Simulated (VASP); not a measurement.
# CdSiN2 (P-4m2) in VASP: further runs, part 2 of 3

VASP 6.6.1. Earlier steps stand in the parts before.

## (4) Single point, PBE

This run uses another cell than the first one, of 12.31 Å³/atom.

INCAR

```
SYSTEM = CdSiN2
  ALGO = Normal
  EDIFF = 1E-6
  ENCUT = 520
  GGA = PE
  ISIF = 2
  ISMEAR = -1
  LASPH = .True.
  LCHARG = .False.
  LREAL = .False.
  LWAVE = .False.
  NBANDS = 36
  NELM = 60
  PREC = Accurate
  SIGMA = 0.02
```

KPOINTS

```
k-points
0
Gamma
  8 8 4
  0 0 0
```

POSCAR

```
CdSiN2
1.0
    3.0893485009      0.0000000000      0.0000000000
    0.0000000000      3.0893485009      0.0000000000
    0.0000000000      0.0000000000     10.3158758027
Cd N Si
2 4 2
Direct
    0.5000000000      0.0000000000      0.8616232094
    0.0000000000      0.5000000000      0.1383767906
    0.5000000000      0.5000000000      0.0000000000
    0.0000000000      0.0000000000      0.3247102099
    0.5000000000      0.5000000000      0.5000000000
    0.0000000000      0.0000000000      0.6752897901
    0.5000000000      0.0000000000      0.3956755403
    0.0000000000      0.5000000000      0.6043244597
```

Potentials or basis: VASP PAW PBE potentials, release 64 (Cd, N, Si).

On the command line:

```
$ cat potpaw_PBE.64/Cd/POTCAR potpaw_PBE.64/N/POTCAR potpaw_PBE.64/Si/POTCAR > POTCAR
$ mpirun -np 1 vasp_std > vasp.out
```

OUTCAR:

```text
SYSTEM = CdSiN2
   EDIFF = 1E-6
   ENCUT = 520
   GGA = PE
   ISIF = 2
   ISMEAR = -1
   LASPH = .True.
   LREAL = .False.
   NELM = 60
   PREC = Accurate

 ion  position               nearest neighbor table
   1  0.500  0.000  0.862-   3 2.10   3 2.10   6 2.47   6 2.47   8 3.44   8 3.44   8 3.44   8 3.44
                             2 3.59   2 3.59   2 3.59   2 3.59
   2  0.000  0.500  0.138-   3 2.10   3 2.10   4 2.47   4 2.47   7 3.44   7 3.44   7 3.44   7 3.44
                             1 3.59   1 3.59   1 3.59   1 3.59
   3  0.500  0.500  0.000-   1 2.10   2 2.10   1 2.10   2 2.10
   4  0.000  0.000  0.325-   7 1.71   7 1.71   2 2.47   2 2.47
   5  0.500  0.500  0.500-   7 1.88   8 1.88   7 1.88   8 1.88
   6  0.000  0.000  0.675-   8 1.71   8 1.71   1 2.47   1 2.47
   7  0.500  0.000  0.396-   4 1.71   4 1.71   5 1.88   5 1.88   8 3.07   8 3.07   8 3.07   8 3.07
                             2 3.44   2 3.44   2 3.44   2 3.44
   8  0.000  0.500  0.604-   6 1.71   6 1.71   5 1.88   5 1.88   7 3.07   7 3.07   7 3.07   7 3.07
                             1 3.44   1 3.44   1 3.44   1 3.44

  LATTYP: Found a simple tetragonal cell.
 ALAT       =     3.0893485009
 C/A-ratio  =     3.3391751690

  Lattice vectors:

 A1 = (   3.0893485009,   0.0000000000,   0.0000000000)
 A2 = (   0.0000000000,   3.0893485009,   0.0000000000)
 A3 = (   0.0000000000,   0.0000000000,  10.3158758027)

Analysis of symmetry for initial positions (statically):
=====================================================================
 Subroutine PRICEL returns:
 Original cell was already a primitive cell.

 Routine SETGRP: Setting up the symmetry group for a
 simple tetragonal supercell.

 Subroutine GETGRP returns: Found  8 space group operations
 (whereof  8 operations were pure point group operations)
 out of a pool of 16 trial point group operations.

The static configuration has the point symmetry D_2d.

Analysis of symmetry for dynamics (positions and initial velocities):
=====================================================================
 Subroutine PRICEL returns:
 Original cell was already a primitive cell.

 Routine SETGRP: Setting up the symmetry group for a
 simple tetragonal supercell.

 Subroutine GETGRP returns: Found  8 space group operations
 (whereof  8 operations were pure point group operations)
 out of a pool of 16 trial point group operations.

The dynamic configuration has the point symmetry D_2d.

 Subroutine INISYM returns: Found  8 space group operations
 (whereof  8 operations are pure point group operations),
 and found     1 'primitive' translations

----------------------------------------------------------------------------------------

                                     Primitive cell

  volume of cell :      98.4555

  direct lattice vectors                    reciprocal lattice vectors
     3.089348501  0.000000000  0.000000000     0.323692843  0.000000000  0.000000000
     0.000000000  3.089348501  0.000000000     0.000000000  0.323692843  0.000000000
     0.000000000  0.000000000 10.315875803     0.000000000  0.000000000  0.096937964

  length of vectors
     3.089348501  3.089348501 10.315875803     0.323692843  0.323692843  0.096937964

[... 52 lines left out ...]
  0.375000  0.000000  0.000000      4.000000
  0.500000  0.000000  0.000000      2.000000
  0.125000  0.125000  0.000000      4.000000
[... 16 lines left out ...]
  0.375000  0.125000  0.250000     16.000000
  0.500000  0.125000  0.250000      8.000000
 [... further k-points ...]
   k-points           NKPTS =     45   k-points in BZ     NKDIM =     45   number of bands    NBANDS=     36
   number of dos      NEDOS =    301   number of ions     NIONS =      8
   total plane-waves  NPLWV =  46080
   dimension x,y,z NGX =    24 NGY =   24 NGZ =   80
   dimension x,y,z NGXF=    48 NGYF=   48 NGZF=  160
   ions per type =               2   4   2
   NGX,Y,Z   is equivalent  to a cutoff of  12.92, 12.92, 12.89 a.u.
   NGXF,Y,Z  is equivalent  to a cutoff of  25.83, 25.83, 25.78 a.u.
 SYSTEM =  CdSiN2
   PREC   = accura    normal or accurate (medium, high low for compatibility)
   ISTART =      0    job   : 0-new  1-cont  2-samecut
   ICHARG =      2    charge: 1-file 2-atom 10-const
   ISPIN  =      1    spin polarized calculation?
   LNONCOLLINEAR =      F non collinear calculations
   LSORBIT =      F    spin-orbit coupling
   LASPH  =      T    aspherical Exc in radial PAW
   ENCUT  =  520.0 eV  38.22 Ry    6.18 a.u.   5.74  5.74 19.18*2*pi/ulx,y,z
   NELM   =     60;   NELMIN=  2; NELMDL= -5     # of ELM steps
   EDIFF  = 0.1E-05   stopping-criterion for ELM
   LREAL  =      F    real-space projection
   EDIFFG = 0.1E-04   stopping-criterion for IOM
   NSW    =      0    number of steps for IOM
   IBRION =     -1    ionic relax: 0-MD 1-quasi-New 2-CG
   NFREE  =      0    steps in history (QN), initial steepest desc. (CG)
   ISIF   =      2    stress and relaxation
   ISYM   =      2    0-nonsym 1-usesym 2-fastsym
   POTIM  = 0.5000    time-step for ionic-motion
   TEBEG  =    0.0;   TEEND  =   0.0 temperature during run
   PSTRESS=    0.0 pullay stress
   NELECT =      52.0000    total number of electrons
   NUPDOWN=      -1.0000    fix difference up-down
   EMIN   =  10.00;   EMAX   =-10.00  energy-range for DOS
   EFERMI =   0.00;   METHOD = LEGACY
   ISMEAR =    -1;   SIGMA  =   0.02  broadening in eV -4-tet -1-fermi 0-gaus
   EFERMI_NEDOS =   21; number of points for ismear=-14 and -15
   IALGO  =     38    algorithm
   IMIX   =      4    mixing-type and parameters
     AMIX     =   0.40;   BMIX     =  1.00
     AMIX_MAG =   1.60;   BMIX_MAG =  1.00
  volume/ion in A,a.u.               =      12.31        83.05
  Fermi-wavevector in a.u.,A,eV,Ry     =   1.323313  2.500699 23.825948  1.751158
  Thomas-Fermi vector in A             =   2.452930
   LORBIT       =      0    0 simple, 1 ext, 2 COOP (PROOUT), +10 PAW based schemes
   GGA     = PE    functional components
   LHFCALC =     F    Hartree Fock is set to
   AEXX    =    0.0000 exact exchange contribution
   IVDW    =     0    specifies the selected vdW correction
   LEPSILON=     F    determine dielectric tensor
   LRPA    =     F    only Hartree local field effects (RPA)
 non-spin polarized calculation
  energy-cutoff  :      520.00
  volume of cell :       98.46
 maximum number of plane-waves:      2678
 NGX is ok and might be reduce to    24
   NGX = 11   NGY = 11   NGZ = 39

 number of electron      51.9999986 magnetization

 Free energy of the ion-electron system (eV)
  ---------------------------------------------------
  ext. energy  EPLUGINS =         0.00000000
  ---------------------------------------------------
  free energy    TOTEN  =       -46.37271415 eV

  energy without entropy =      -46.37126879  energy(sigma->0) =      -46.37199147

 E-fermi :   6.8862     XC(G=0): -11.2100

 val. band max:        6.8150728673   @ k =   0.0000   0.0000   0.0000
 cond. band min:       6.9150121669   @ k =   0.3750   0.0000   0.0000
 fundamental gap:      0.0999392995
 Fermi energy:         6.8862293296

 k-point     1 :       0.0000    0.0000    0.0000
  band No.  band energies     occupation
      1     -14.0854      2.00000
      2     -11.5957      2.00000
      3     -10.0767      2.00000
      4      -8.0593      2.00000
      5      -3.1937      2.00000
      6      -2.6564      2.00000
[... 925 lines left out ...]
     35      12.0836      0.00000
     36      13.2604      0.00000

 [... further k-points ...]

------------------------ aborting loop because EDIFF is reached ----------------------------------------

  FORCE on cell =-STRESS in cart. coord.  units (eV):
  Direction    XX          YY          ZZ          XY          YZ          ZX
  --------------------------------------------------------------------------------------
  -------------------------------------------------------------------------------------
  Total        3.1913436      3.1913436      3.3221625      0.0000000      0.0000000      0.0000000
  in kB       51.9330995     51.9330995     54.0619299      0.0000000      0.0000000      0.0000000
  external PRESSURE =      52.6427096 kB  Pullay stress =       0.0000000 kB

 VOLUME and BASIS-vectors are now :
 -----------------------------------------------------------------------------
  energy-cutoff  :      520.00
  volume of cell :       98.46
      direct lattice vectors                 reciprocal lattice vectors
     3.089348501  0.000000000  0.000000000     0.323692843  0.000000000  0.000000000
     0.000000000  3.089348501  0.000000000     0.000000000  0.323692843  0.000000000
     0.000000000  0.000000000 10.315875803     0.000000000  0.000000000  0.096937964

 POSITION                                       TOTAL-FORCE (eV/Angst)
 -----------------------------------------------------------------------------------
      1.54467      0.00000      8.88840         0.000000      0.000000     -0.384224
      0.00000      1.54467      1.42748        -0.000000      0.000000      0.384224
      1.54467      1.54467      0.00000        -0.000000     -0.000000      0.000000
      0.00000      0.00000      3.34967        -0.000000      0.000000     -0.229858
      1.54467      1.54467      5.15794        -0.000000     -0.000000      0.000000
      0.00000      0.00000      6.96621        -0.000000      0.000000      0.229858
      1.54467      0.00000      4.08174        -0.000000      0.000000      0.089314
      0.00000      1.54467      6.23414        -0.000000      0.000000     -0.089314
 -----------------------------------------------------------------------------------
    total drift:                                0.000000      0.000000      0.000000

  FREE ENERGIE OF THE ION-ELECTRON SYSTEM (eV)
  ---------------------------------------------------
  free  energy   TOTEN  =       -46.3727141506 eV

  energy  without entropy=      -46.3712687892  energy(sigma->0) =      -46.37199147
```

It took 3.8 min on 1 thread of Intel Xeon 8259CL, shared host; peak memory 0.28 GiB.

Results:

```yaml
Free_energy: -46.3727 eV
Pressure: 5.3 GPa
Largest_force: 0.384 eV/Å
Band_gap_on_the_k_mesh: zero (bands 26 and 27 overlap by 0.41 eV)
```

Forces on the atoms (eV/Å):
```
Cd   0.000  0.000 -0.384
Cd   0.000  0.000  0.384
N    0.000  0.000  0.000
N    0.000  0.000 -0.230
N    0.000  0.000  0.000
N    0.000  0.000  0.230
Si   0.000  0.000  0.089
Si   0.000  0.000 -0.089
```

Stress tensor (GPa, compression positive):
```
5.19 0.00 0.00
0.00 5.19 0.00
0.00 0.00 5.41
```

Caveat: the cell stands under pressure.

(Continued in part 3 of 3.)
